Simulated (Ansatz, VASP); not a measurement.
## Rb in VASP and in Ansatz

```
Rb
1.0
    -2.94630    2.94630    2.80600
     2.94630   -2.94630    2.80600
     2.94630    2.94630   -2.80600
Rb
1
Direct
  0.00000 0.00000 0.00000
```

Change from the starting cell: strain +0.050 along x and y, +0.000 along z, atoms carried along.

Alike in both runs: task single point; functional PBEsol; k mesh 12 × 12 × 12; occupations gaussian, width 0.15 eV; no spin polarisation.

|  | VASP | Ansatz |
| --- | --- | --- |
| version | VASP 6.6.1 | Ansatz 0.2.0 |
| potentials or method | VASP PAW PBE potentials, release 64 (Rb_sv), cutoff 520 eV | scalar-relativistic, plane waves, PAW |
| valence electrons in the cell | 9 | 9 |

```tsv
	VASP	Ansatz	Ansatz less VASP
gap on the k mesh at the Fermi level (eV)	none	none	-
pressure (GPa)	-0.3	-0.3	0.00
```

VASP's potentials were made for PBE, not for PBEsol. A gap of «none» marks a metal or a gap that the smearing closes.
